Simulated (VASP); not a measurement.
A run of VASP 6.6.1 is set up as follows.

File INCAR:

```
SYSTEM = SiC
ALGO = Normal ; EDIFF = 1E-7
ENCUT = 520 ; GGA = PE
ISIF = 2 ; ISMEAR = 0
LASPH = .TRUE. ; LCHARG = .FALSE.
LREAL = .FALSE. ; LWAVE = .FALSE.
NBANDS = 11 ; NELM = 60
PREC = Accurate ; SIGMA = 0.05
```

File KPOINTS:

```
k-points
0
G
  10 10 10
  0 0 0
```

File POSCAR:

```
SiC
1.0
    0.0000000000      2.2446106974      2.2993572998
    2.2446106974      0.0000000000      2.2993572998
    2.2446106974      2.2446106974      0.0000000000
Si C
1 1
Direct
    0.0000000000      0.0000000000      0.0000000000
    0.7500000000      0.7500000000      0.7500000000
```

Potentials or basis: VASP PAW PBE potentials, release 64 (Si, C).

Command:

```console
$ cat potpaw_PBE.64/Si/POTCAR potpaw_PBE.64/C/POTCAR > POTCAR
$ mpirun -np 1 vasp_std > vasp.out
```

Estimate the band gap on the k mesh.

1.33 eV, indirect (least direct gap 4.40 eV).

Predict the pressure.

-17.2 GPa.

Stress tensor (GPa, compression positive):
```
-15.13   0.00   0.00
  0.00 -15.13   0.00
  0.00   0.00 -21.37
```

Caveat: the cell differs from its parent crystal (strain +0.025 along x and y, +0.050 along z). A k mesh can miss the band edges.
